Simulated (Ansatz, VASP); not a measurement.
One calculation of AgCl, two programs

```
Ag Cl
1.0
     0.00000    2.99326    2.99326
     2.99326    0.00000    2.99326
     2.99326    2.99326    0.00000
Ag Cl
1 1
Direct
  0.00000 0.00000 0.00000
  0.25000 0.25000 0.25000
```

Alike in both runs: task single point; functional r2SCAN; k mesh 8 × 8 × 8; no spin polarisation.

|  | VASP | Ansatz |
| --- | --- | --- |
| version | VASP 6.6.1 | Ansatz 0.2.0 |
| potentials or method | VASP PAW PBE potentials, release 64 (Ag, Cl) | plane waves, PAW |
| plane-wave cutoff (eV) | 520 | 500 |
| occupations | gaussian, width 0.01 eV | fixed |
| valence electrons in the cell | 18 | 26 |

|  | VASP | Ansatz | Ansatz less VASP |
| --- | --- | --- | --- |
| gap on the k mesh at the Fermi level (eV) | 1.60 | 1.65 | +0.047 |
| pressure (GPa) | -0.1 | 0.0 | +0.06 |

VASP's potentials were made for PBE, not for r2SCAN. VASP's potentials hold 18 valence electrons a cell and Ansatz's 26, so a difference there can come from the potentials and not from the codes.
